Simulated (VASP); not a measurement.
# Cr (Fm-3m) in VASP: single point with PBE

Aim: the single point of Cr with PBE.

Program: VASP 6.6.1. These are calculated values, not measurements. Logs are shortened: lines on timing, memory, paths and dates and some standing lists are left out, and cuts for length are marked.

## 1. The cell of the first run

It takes space group Fm-3m (No. 225, cubic). Conventional cell: a = 3.715 Å, b = 3.715 Å, c = 3.715 Å, α = 90.00°, β = 90.00°, γ = 90.00°. Within 3.5 Å of Cr (site symmetry m-3m) lie 12 Cr at 2.63 Å.

This isn't the form of Cr at room conditions, which is bcc.

## 2. Single point, PBE, collinear spin, antiferromagnetic start

File INCAR:

```
SYSTEM = Cr
PREC = Accurate
ENCUT = 500
EDIFF = 1E-6
ISMEAR = -1
SIGMA = 0.05
LREAL = .False.
LASPH = .True.
NELM = 200
ALGO = Normal
ISIF = 2
LWAVE = .False.
LCHARG = .False.
ISPIN = 2
MAGMOM = 1 -1
LORBIT = 11
LMAXMIX = 4
GGA = PE
NBANDS = 23
GGA_COMPAT = .False.
```

File KPOINTS:

```
Automatic mesh
0
Gamma
  4 4 3
  0 0 0
```

File POSCAR:

```
Cr
1.0
    2.6271217389      0.0000000000      0.0000000000
    0.0000000000      2.6271217389      0.0000000000
    0.0000000000      0.0000000000      3.7153111932
Cr
2
Direct
    0.0000000000      0.0000000000      0.0000000000
    0.5000000000      0.5000000000      0.5000000000
```

Potentials or basis: VASP PAW PBE potentials, release 64 (Cr_pv).

On the command line:

```bash
$ cat potpaw_PBE.64/Cr_pv/POTCAR > POTCAR
$ mpirun -np 1 vasp_std > vasp.out
```

OUTCAR:

```text
SYSTEM = Cr
   PREC = Accurate
   ENCUT = 500
   EDIFF = 1E-6
   ISMEAR = -1
   LREAL = .False.
   LASPH = .True.
   NELM = 200
   ISIF = 2
   ISPIN = 2
   LORBIT = 11
   GGA = PE

 ion  position               nearest neighbor table
   1  0.000  0.000  0.000-   2 2.63   2 2.63   2 2.63   2 2.63   2 2.63   2 2.63   2 2.63   2 2.63

   2  0.500  0.500  0.500-   1 2.63   1 2.63   1 2.63   1 2.63   1 2.63   1 2.63   1 2.63   1 2.63

  LATTYP: Found a simple tetragonal cell.
 ALAT       =     2.6271217389
 C/A-ratio  =     1.4142135624

  Lattice vectors:

 A1 = (   2.6271217389,   0.0000000000,   0.0000000000)
 A2 = (   0.0000000000,   2.6271217389,   0.0000000000)
 A3 = (   0.0000000000,   0.0000000000,   3.7153111932)

Analysis of symmetry for initial positions (statically):
=====================================================================
 Subroutine PRICEL returns following result:

  LATTYP: Found a face centered cubic cell.
 ALAT       =     3.7153111932
[... 12 lines left out ...]
 Subroutine GETGRP returns: Found 16 space group operations
 (whereof 16 operations were pure point group operations)
 out of a pool of 16 trial point group operations.

The static configuration has the point symmetry D_4h.

Analysis of symmetry for dynamics (positions and initial velocities):
=====================================================================
 Subroutine PRICEL returns following result:

  LATTYP: Found a face centered cubic cell.
 ALAT       =     3.7153111932
[... 12 lines left out ...]
 Subroutine GETGRP returns: Found 16 space group operations
 (whereof 16 operations were pure point group operations)
 out of a pool of 16 trial point group operations.

The dynamic configuration has the point symmetry D_4h.

Analysis of structural, dynamic, and magnetic symmetry:
=====================================================================
 Subroutine PRICEL returns following result:

  LATTYP: Found a face centered cubic cell.
 ALAT       =     3.7153111932
[... 12 lines left out ...]
 Subroutine GETGRP returns: Found 16 space group operations
 (whereof 16 operations were pure point group operations)
 out of a pool of 16 trial point group operations.

The overall configuration has the point symmetry D_4h.

 Subroutine INISYM returns: Found 16 space group operations
 (whereof 16 operations are pure point group operations),
 and found     2 'primitive' translations

----------------------------------------------------------------------------------------

[... 98 lines left out ...]
  volume/ion in A,a.u.               =      12.82        86.52
  Fermi-wavevector in a.u.,A,eV,Ry     =   1.601376  3.026162 34.890860  2.564406
  Thomas-Fermi vector in A             =   2.698364
   LORBIT       =     11    0 simple, 1 ext, 2 COOP (PROOUT), +10 PAW based schemes
   GGA     = PE    functional components
   LHFCALC =     F    Hartree Fock is set to
   AEXX    =    0.0000 exact exchange contribution
   IVDW    =     0    specifies the selected vdW correction
   LEPSILON=     F    determine dielectric tensor
   LRPA    =     F    only Hartree local field effects (RPA)
 spin polarized calculation
  energy-cutoff  :      500.00
  volume of cell :       25.64
 maximum number of plane-waves:       660
 NGX is ok and might be reduce to    20
   NGX =  9   NGY =  9   NGZ = 13

 number of electron      24.0000034 magnetization      -0.0000000

 number of electron      24.0000034 magnetization       0.0000000

 Free energy of the ion-electron system (eV)
  ---------------------------------------------------
  ext. energy  EPLUGINS =         0.00000000
  ---------------------------------------------------
  free energy    TOTEN  =       -18.15500202 eV

  energy without entropy =      -18.12200258  energy(sigma->0) =      -18.13850230

 E-fermi :   9.3115     XC(G=0): -13.0657

 val. band max:        9.2338852896   @ k =   0.2500   0.0000   0.0000
 cond. band min:       9.3305769159   @ k =   0.5000   0.0000   0.3333
 fundamental gap:      0.0966916263
 Fermi energy:         9.3115334915

 spin component 1

 k-point     1 :       0.0000    0.0000    0.0000
  band No.  band energies     occupation
      1     -33.8057      1.00000
      2     -33.3987      1.00000
      3     -33.3987      1.00000
      4     -33.1949      1.00000
      5     -33.1659      1.00000
      6     -33.1659      1.00000
[... 301 lines left out ...]
     22      20.6821      0.00000
     23      20.7354      0.00000
 Fermi energy:         9.3115334915

 spin component 2

 k-point     1 :       0.0000    0.0000    0.0000
  band No.  band energies     occupation
      1     -33.8057      1.00000
      2     -33.3987      1.00000
      3     -33.3987      1.00000
      4     -33.1949      1.00000
      5     -33.1659      1.00000
      6     -33.1659      1.00000
[... 301 lines left out ...]
     22      20.7354      0.00000
     23      20.7354      0.00000

------------------------ aborting loop because EDIFF is reached ----------------------------------------

  FORCE on cell =-STRESS in cart. coord.  units (eV):
  Direction    XX          YY          ZZ          XY          YZ          ZX
  --------------------------------------------------------------------------------------
  -------------------------------------------------------------------------------------
  Total       -2.2778454     -2.2778454     -2.9456421      0.0000000      0.0000000     -0.0000000
  in kB     -142.3243559   -142.3243559   -184.0496403      0.0000000      0.0000000     -0.0000000
  external PRESSURE =    -156.2327840 kB  Pullay stress =       0.0000000 kB

 VOLUME and BASIS-vectors are now :
 -----------------------------------------------------------------------------
  energy-cutoff  :      500.00
  volume of cell :       25.64
      direct lattice vectors                 reciprocal lattice vectors
     2.627121739  0.000000000  0.000000000     0.380644713  0.000000000  0.000000000
     0.000000000  2.627121739  0.000000000     0.000000000  0.380644713  0.000000000
     0.000000000  0.000000000  3.715311193     0.000000000  0.000000000  0.269156458

 POSITION                                       TOTAL-FORCE (eV/Angst)
 -----------------------------------------------------------------------------------
      0.00000      0.00000      0.00000         0.000000     -0.000000      0.000000
      1.31356      1.31356      1.85766        -0.000000      0.000000     -0.000000
 -----------------------------------------------------------------------------------
    total drift:                               -0.000000      0.000000      0.000000

  FREE ENERGIE OF THE ION-ELECTRON SYSTEM (eV)
  ---------------------------------------------------
  free  energy   TOTEN  =       -18.1550020226 eV

  energy  without entropy=      -18.1220025777  energy(sigma->0) =      -18.13850230

 total charge

# of ion       s       p       d       tot
------------------------------------------
    1        0.414   6.335   4.114  10.863
    2        0.414   6.335   4.114  10.863
--------------------------------------------------
tot          0.828  12.669   8.228  21.726

 magnetization (x)

# of ion       s       p       d       tot
------------------------------------------
    1        0.000   0.000   0.000   0.000
    2       -0.000  -0.000  -0.000  -0.000
--------------------------------------------------
tot          0.000   0.000   0.000   0.000
```

It took 32 s on 1 thread of Intel Xeon 8259CL, shared host; peak memory 0.14 GiB.

What came out:

* Free energy: -18.1550 eV
* Pressure: -15.6 GPa
* Band gap on the k mesh: zero (filled and empty bands overlap)
* Net moment: 0.00 μB per cell
* Valence electrons inside the program's atomic spheres: Cr 10.86

Stress tensor (GPa, compression positive):
```
-14.23   0.00   0.00
  0.00 -14.23   0.00
  0.00   0.00 -18.40
```

Levels at points of the mesh, in eV from the Fermi level:
Spin up:
```tsv
k point	band 8	band 9	band 10	band 11	band 12	band 13	band 14	band 15	band 16	band 17
(0.00, 0.00, 0.00)	-3.70	-2.91	-0.37	-0.37	-0.35	1.20	1.22	2.27	2.55	2.55
(0.50, 0.00, 0.00)	-2.78	-1.39	-1.39	-1.11	-1.11	0.50	0.50	1.14	1.14	3.79
(0.50, 0.50, 0.00)	-3.69	-2.92	-2.92	2.25	2.25	2.55	2.55	2.57	2.57	3.39
```
Spin down:
```tsv
k point	band 9	band 10	band 11	band 12	band 13	band 14	band 15	band 16
(0.00, 0.00, 0.00)	-2.91	-0.37	-0.37	-0.35	1.20	1.22	2.27	2.55
(0.50, 0.00, 0.00)	-1.39	-1.39	-1.11	-1.11	0.50	0.50	1.14	1.14
(0.50, 0.50, 0.00)	-2.92	-2.92	2.25	2.25	2.55	2.55	2.57	2.57
```

Caveat: the k points lie up to 0.60 Å⁻¹ apart, too coarse for converged energies and pressures of a metal; an empty level that is flat over the whole mesh can mark a ghost state of the potentials, or a narrow d or f band.
